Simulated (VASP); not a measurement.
# Cs2TlF3 (Cmmm) in VASP: single point with r2SCAN+rVV10

Aim: the single point of Cs2TlF3 with r2SCAN+rVV10.

Program: VASP 6.6.1. These are calculated values, not measurements. Logs are shortened: lines on timing, memory, paths and dates and some standing lists are left out, and cuts for length are marked.

**1. The cell of the first run**

Symmetry: Cmmm, No. 65, orthorhombic system. The conventional cell has a = 5.775 Å, b = 13.506 Å, c = 4.118 Å, α = 90.00°, β = 90.00°, γ = 90.00°. Within 3.8 Å of Cs (site symmetry m2m) lie 5 F at 2.88 to 2.91 Å. Tl (site symmetry mmm) has 6 F at 2.76 to 2.89 Å within 3.6 Å. Within 3.7 Å of F (site symmetry m2m) lie 2 Tl at 2.76 Å and 3 Cs at 2.89 to 2.91 Å and 1 F at 3.67 Å. F (site symmetry mmm) has 4 Cs at 2.88 Å and 2 Tl at 2.89 Å within 3.8 Å.

**2. Single point, r2SCAN+rVV10**

File POSCAR:

```
Cs2TlF3
1.0
    2.8873164844     -6.7531872686      0.0000000000
    2.8873164844      6.7531872686      0.0000000000
    0.0000000000      0.0000000000      4.1180045563
Cs Tl F
2 1 3
Direct
    0.6487856411      0.3512143589      0.5000000000
    0.3512143589      0.6487856411      0.5000000000
    0.0000000000      0.0000000000      0.0000000000
    0.1358615730      0.8641384270      0.5000000000
    0.8641384270      0.1358615730      0.5000000000
    0.5000000000      0.5000000000      0.0000000000
```

File INCAR.step1:

```
SYSTEM = Cs2TlF3
ALGO = Normal
EDIFF = 1E-4
ENCUT = 520
GGA = PE
ISMEAR = -1
LASPH = .True.
LCHARG = .False.
LREAL = .False.
LWAVE = .True.
NBANDS = 35
NELM = 100
PREC = Accurate
SIGMA = 0.03
```

File INCAR.step2:

```
SYSTEM = Cs2TlF3
ALGO = Normal
BPARAM = 11.95
CPARAM = 0.0093
EDIFF = 1E-6
ENCUT = 520
ISIF = 2
ISMEAR = -1
ISTART = 1
IVDW_NL = 2
LASPH = .True.
LCHARG = .False.
LMIXTAU = .True.
LREAL = .False.
LUSE_VDW = .True.
LWAVE = .False.
METAGGA = R2SCAN
NBANDS = 35
NELM = 100
PREC = Accurate
SIGMA = 0.03
```

File KPOINTS:

```
k-points
0
Gamma
  4 4 6
  0 0 0
```

Potentials or basis: VASP PAW PBE potentials, release 64 (Cs_sv, Tl_d, F).

Run with:

```bash
cat potpaw_PBE.64/Cs_sv/POTCAR potpaw_PBE.64/Tl_d/POTCAR potpaw_PBE.64/F/POTCAR > POTCAR
cp INCAR.step1 INCAR
mpirun -np 1 vasp_std > vasp.out
cp INCAR.step2 INCAR
mpirun -np 1 vasp_std > vasp.out
```

OUTCAR:

```text
SYSTEM = Cs2TlF3
   BPARAM = 11.95
   EDIFF = 1E-6
   ENCUT = 520
   ISIF = 2
   ISMEAR = -1
   ISTART = 1
   IVDW_NL = 2
   LASPH = .True.
   LREAL = .False.
   METAGGA = R2SCAN
   NELM = 100
   PREC = Accurate

 ion  position               nearest neighbor table
   1  0.649  0.351  0.500-
   2  0.351  0.649  0.500-
   3  0.000  0.000  0.000-   4 2.76   5 2.76   4 2.76   5 2.76   6 2.89   6 2.89
   4  0.136  0.864  0.500-   3 2.76   3 2.76
   5  0.864  0.136  0.500-   3 2.76   3 2.76
   6  0.500  0.500  0.000-   3 2.89   3 2.89

  LATTYP: Found a base centered orthorhombic cell.
 ALAT       =     5.7746329688
 B/A-ratio  =     2.3389148038
 C/A-ratio  =     0.7131197045

  Lattice vectors:

 A1 = (   2.8873164844,  -6.7531872686,   0.0000000000)
 A2 = (   2.8873164844,   6.7531872686,   0.0000000000)
 A3 = (   0.0000000000,   0.0000000000,   4.1180045563)

Analysis of symmetry for initial positions (statically):
=====================================================================
 Subroutine PRICEL returns:
 Original cell was already a primitive cell.

 Routine SETGRP: Setting up the symmetry group for a
 base centered orthorhombic supercell.

 Subroutine GETGRP returns: Found  8 space group operations
 (whereof  8 operations were pure point group operations)
 out of a pool of  8 trial point group operations.

The static configuration has the point symmetry D_2h.

Analysis of symmetry for dynamics (positions and initial velocities):
=====================================================================
 Subroutine PRICEL returns:
 Original cell was already a primitive cell.

 Routine SETGRP: Setting up the symmetry group for a
 base centered orthorhombic supercell.

 Subroutine GETGRP returns: Found  8 space group operations
 (whereof  8 operations were pure point group operations)
 out of a pool of  8 trial point group operations.

The dynamic configuration has the point symmetry D_2h.

 Subroutine INISYM returns: Found  8 space group operations
 (whereof  8 operations are pure point group operations),
 and found     1 'primitive' translations

----------------------------------------------------------------------------------------

                                     Primitive cell

  volume of cell :     160.5906

  direct lattice vectors                    reciprocal lattice vectors
     2.887316484 -6.753187269  0.000000000     0.173171179 -0.074039114  0.000000000
     2.887316484  6.753187269  0.000000000     0.173171179  0.074039114  0.000000000
     0.000000000  0.000000000  4.118004556     0.000000000  0.000000000  0.242836060

  length of vectors
     7.344530943  7.344530943  4.118004556     0.188334935  0.188334935  0.242836060

  position of ions in fractional coordinates (direct lattice)
     0.648785641  0.351214359  0.500000000
     0.351214359  0.648785641  0.500000000
     0.000000000  0.000000000  0.000000000
     0.135861573  0.864138427  0.500000000
     0.864138427  0.135861573  0.500000000
     0.500000000  0.500000000  0.000000000

  ion indices of the primitive-cell ions
   primitive index   ion index
                 1           1
                 2           2
                 3           3
                 4           4
                 5           5
                 6           6

----------------------------------------------------------------------------------------

 KPOINTS: k-points

Automatic generation of k-mesh.
 Grid dimensions read from file:
 generate k-points for:    4    4    6

 Generating k-lattice:

  Cartesian coordinates                     Fractional coordinates (reciprocal lattice)
     0.043292795 -0.018509778  0.000000000     0.250000000  0.000000000  0.000000000
     0.043292795  0.018509778  0.000000000     0.000000000  0.250000000  0.000000000
     0.000000000  0.000000000  0.040472677     0.000000000  0.000000000  0.166666667

  Length of vectors
     0.047083734  0.047083734  0.040472677

  Shift w.r.t. Gamma in fractional coordinates (k-lattice)
     0.000000000  0.000000000  0.000000000

 Subroutine IBZKPT returns following result:
 ===========================================

 Found     28 irreducible k-points:

 Following reciprocal coordinates:
            Coordinates               Weight
  0.000000  0.000000  0.000000      1.000000
  0.250000 -0.000000  0.000000      4.000000
  0.500000 -0.000000  0.000000      2.000000
  0.250000  0.250000  0.000000      2.000000
  0.500000  0.250000  0.000000      4.000000
 -0.250000  0.250000  0.000000      2.000000
[... 16 lines left out ...]
  0.250000 -0.000000  0.500000      4.000000
  0.500000 -0.000000  0.500000      2.000000
 [... further k-points ...]
   k-points           NKPTS =     28   k-points in BZ     NKDIM =     28   number of bands    NBANDS=     35
   number of dos      NEDOS =    301   number of ions     NIONS =      6
   total plane-waves  NPLWV = 100352
   dimension x,y,z NGX =    56 NGY =   56 NGZ =   32
   dimension x,y,z NGXF=   112 NGYF=  112 NGZF=   64
   ions per type =               2   1   3
   NGX,Y,Z   is equivalent  to a cutoff of  12.68, 12.68, 12.92 a.u.
   NGXF,Y,Z  is equivalent  to a cutoff of  25.35, 25.35, 25.84 a.u.
 SYSTEM =  Cs2TlF3
   PREC   = accura    normal or accurate (medium, high low for compatibility)
   ISTART =      1    job   : 0-new  1-cont  2-samecut
   ICHARG =      0    charge: 1-file 2-atom 10-const
   ISPIN  =      1    spin polarized calculation?
   LNONCOLLINEAR =      F non collinear calculations
   LSORBIT =      F    spin-orbit coupling
   LASPH  =      T    aspherical Exc in radial PAW
   ENCUT  =  520.0 eV  38.22 Ry    6.18 a.u.  13.66 13.66  7.66*2*pi/ulx,y,z
   NELM   =    100;   NELMIN=  2; NELMDL=  0     # of ELM steps
   EDIFF  = 0.1E-05   stopping-criterion for ELM
   LREAL  =      F    real-space projection
   EDIFFG = 0.1E-04   stopping-criterion for IOM
   NSW    =      0    number of steps for IOM
   IBRION =     -1    ionic relax: 0-MD 1-quasi-New 2-CG
   NFREE  =      0    steps in history (QN), initial steepest desc. (CG)
   ISIF   =      2    stress and relaxation
   ISYM   =      2    0-nonsym 1-usesym 2-fastsym
   POTIM  = 0.5000    time-step for ionic-motion
   TEBEG  =    0.0;   TEEND  =   0.0 temperature during run
   PSTRESS=    0.0 pullay stress
   NELECT =      52.0000    total number of electrons
   NUPDOWN=      -1.0000    fix difference up-down
   EMIN   =  10.00;   EMAX   =-10.00  energy-range for DOS
   EFERMI =   0.00;   METHOD = LEGACY
   ISMEAR =    -1;   SIGMA  =   0.03  broadening in eV -4-tet -1-fermi 0-gaus
   EFERMI_NEDOS =   21; number of points for ismear=-14 and -15
   IALGO  =     38    algorithm
   IMIX   =      4    mixing-type and parameters
     AMIX     =   0.40;   BMIX     =  1.00
     AMIX_MAG =   1.60;   BMIX_MAG =  1.00
  volume/ion in A,a.u.               =      26.77       180.62
  Fermi-wavevector in a.u.,A,eV,Ry     =   1.124180  2.124393 17.194787  1.263781
  Thomas-Fermi vector in A             =   2.260851
   LORBIT       =      0    0 simple, 1 ext, 2 COOP (PROOUT), +10 PAW based schemes
   METAGGA = R2SCAN    functional components
   LHFCALC =     F    Hartree Fock is set to
   AEXX    =    0.0000 exact exchange contribution
   IVDW_NL    =     2    kernel type
   BPARAM     =11.9500
   IVDW    =     0    specifies the selected vdW correction
   LEPSILON=     F    determine dielectric tensor
   LRPA    =     F    only Hartree local field effects (RPA)
 non-spin polarized calculation
  energy-cutoff  :      520.00
  volume of cell :      160.59
 maximum number of plane-waves:      4365
 NGX is ok and might be reduce to    56
   NGX = 27   NGY = 27   NGZ = 15

 number of electron      52.0000014 magnetization

 Free energy of the ion-electron system (eV)
  ---------------------------------------------------
  ext. energy  EPLUGINS =         0.00000000
  ---------------------------------------------------
  free energy    TOTEN  =      -125.28142966 eV

  energy without entropy =     -125.28142966  energy(sigma->0) =     -125.28142966

 E-fermi :   0.6607     XC(G=0):  -8.7984

 val. band max:       -0.0116162845   @ k =   0.5000  -0.0000   0.5000
 cond. band min:       3.6882645286   @ k =   0.5000   0.5000   0.0000
 fundamental gap:      3.6998808132
 Fermi energy:         0.6607094132

 k-point     1 :       0.0000    0.0000    0.0000
  band No.  band energies     occupation
      1     -22.0027      2.00000
      2     -21.6503      2.00000
      3     -21.5673      2.00000
      4     -20.1946      2.00000
      5     -20.1078      2.00000
      6      -9.4371      2.00000
[... 27 lines left out ...]
     34       8.8392      0.00000
     35       9.2107      0.00000

 k-point     2 :       0.2500   -0.0000    0.0000
  band No.  band energies     occupation
      1     -21.9848      2.00000
      2     -21.6321      2.00000
      3     -21.5621      2.00000
      4     -20.2250      2.00000
      5     -20.1407      2.00000
      6      -9.4307      2.00000
[... 27 lines left out ...]
     34       8.9796      0.00000
     35       9.0431      0.00000

 k-point     3 :       0.5000   -0.0000    0.0000
  band No.  band energies     occupation
      1     -21.9679      2.00000
      2     -21.5974      2.00000
      3     -21.5722      2.00000
      4     -20.2541      2.00000
      5     -20.1760      2.00000
      6      -9.4265      2.00000
[... 27 lines left out ...]
     34       9.2234      0.00000
     35       9.2379      0.00000
[... 723 lines left out ...]
 k-point    23 :       0.2500   -0.0000    0.5000
  band No.  band energies     occupation
      1     -21.8708      2.00000
      2     -21.6383      2.00000
      3     -21.5591      2.00000
      4     -20.1842      2.00000
      5     -20.1443      2.00000
      6      -9.4217      2.00000
[... 27 lines left out ...]
     34       8.2548      0.00000
     35       9.2589      0.00000

 k-point    24 :       0.5000   -0.0000    0.5000
  band No.  band energies     occupation
      1     -21.8688      2.00000
      2     -21.5798      2.00000
      3     -21.5730      2.00000
      4     -20.2239      2.00000
      5     -20.1735      2.00000
      6      -9.4297      2.00000
[... 27 lines left out ...]
     34       9.0055      0.00000
     35       9.1909      0.00000

 [... further k-points ...]

------------------------ aborting loop because EDIFF is reached ----------------------------------------

  FORCE on cell =-STRESS in cart. coord.  units (eV):
  Direction    XX          YY          ZZ          XY          YZ          ZX
  --------------------------------------------------------------------------------------
  -------------------------------------------------------------------------------------
  Total        0.0962522      0.0866729      0.0206568      0.0000000      0.0000000      0.0000000
  in kB        0.9602870      0.8647172      0.2060884      0.0000000      0.0000000      0.0000000
  external PRESSURE =       0.6770308 kB  Pullay stress =       0.0000000 kB

 VOLUME and BASIS-vectors are now :
 -----------------------------------------------------------------------------
  energy-cutoff  :      520.00
  volume of cell :      160.59
      direct lattice vectors                 reciprocal lattice vectors
     2.887316484 -6.753187269  0.000000000     0.173171179 -0.074039114  0.000000000
     2.887316484  6.753187269  0.000000000     0.173171179  0.074039114  0.000000000
     0.000000000  0.000000000  4.118004556     0.000000000  0.000000000  0.242836060

 POSITION                                       TOTAL-FORCE (eV/Angst)
 -----------------------------------------------------------------------------------
      2.88732     -2.00955      2.05900        -0.000000     -0.009264     -0.000000
      2.88732      2.00955      2.05900        -0.000000      0.009264     -0.000000
      0.00000      0.00000      0.00000        -0.000000     -0.000000     -0.000000
      2.88732      4.91819      2.05900        -0.000000      0.005808      0.000000
      2.88732     -4.91819      2.05900        -0.000000     -0.005808     -0.000000
      2.88732      0.00000      0.00000         0.000000      0.000000     -0.000000
 -----------------------------------------------------------------------------------
    total drift:                                0.000000      0.000000      0.000000

  FREE ENERGIE OF THE ION-ELECTRON SYSTEM (eV)
  ---------------------------------------------------
  free  energy   TOTEN  =      -125.2814296588 eV

  energy  without entropy=     -125.2814296587  energy(sigma->0) =     -125.28142966
```

It took 24 min on 1 thread of Intel Xeon 8259CL, shared host; peak memory 0.79 GiB.

Results:

- Free energy: -125.2814 eV
- Pressure: 0.1 GPa
- Largest force: 0.009 eV/Å
- Band gap on the k mesh: 3.70 eV (least direct gap 4.59 eV)

Forces in eV/Å, atoms in the order of the input:
```
Cs   0.000 -0.009  0.000
Cs   0.000  0.009  0.000
Tl   0.000  0.000  0.000
F    0.000  0.006  0.000
F    0.000 -0.006  0.000
F    0.000  0.000  0.000
```

Caveat: the PAW data sets were made with another functional, which shifts forces and pressure a little; spin-orbit coupling is left out, which moves the levels of the heavy elements. A k mesh can miss the band edges.
